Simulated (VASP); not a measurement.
## P: single point with PBEsol

Crystal: P.

```
P
1.0
    -3.31741    0.00000    0.00000
     0.00000    0.00000   -4.19717
     0.00000  -13.29071    0.00000
P
8
Direct
  0.00000 0.07287 0.66223
  0.50000 0.07287 0.27509
  0.00000 0.42713 0.27509
  0.50000 0.42713 0.66223
  0.00000 0.92713 0.49919
  0.50000 0.92713 0.11205
  0.00000 0.57287 0.11205
  0.50000 0.57287 0.49919
```

- Program: VASP 6.6.1
- Task: single point
- Functional: PBEsol
- Potentials or basis: VASP PAW PBE potentials, release 64 (P)
- Cutoff: 520 eV
- k mesh: 14 × 11 × 5
- Occupations: gaussian, width 0.15 eV
- Spin: no spin polarisation
- Dipole correction: no
- Further INCAR settings: ALGO = Normal; EDIFF = 1e-07; NBANDS = 30

The pressure is -0.2 GPa and the largest force is 0.160 eV/Å.

Forces in eV/Å, atoms in the order of the input:
```
P    0.000  0.083 -0.137
P    0.000  0.072 -0.036
P    0.000  0.072  0.036
P    0.000  0.083  0.137
P    0.000 -0.072  0.036
P    0.000 -0.083  0.137
P    0.000 -0.083 -0.137
P    0.000 -0.072 -0.036
```

Stress tensor (GPa, compression positive):
```
-0.08  0.00  0.00
 0.00 -0.75  0.00
 0.00  0.00  0.23
```

Levels at points of the mesh, in eV from the Fermi level:
| k point | band 16 | band 17 | band 18 | band 19 | band 20 | band 21 | band 22 | band 23 | band 24 | band 25 |
| --- | --- | --- | --- | --- | --- | --- | --- | --- | --- | --- |
| (0.00, 0.00, 0.00) | -2.42 | -2.41 | -2.19 | -0.82 | -0.17 | 0.11 | 0.73 | 0.89 | 1.07 | 2.15 |
| (0.50, 0.00, 0.00) | -3.16 | -2.75 | -2.75 | -2.34 | -2.34 | 0.79 | 0.79 | 0.98 | 0.98 | 1.00 |

Wall time 13 min on 1 thread of Intel Xeon 6975P-C (shared host), peak memory 0.64 GiB.

Caveat: the PAW data sets were made with another functional, which shifts forces and pressure a little.
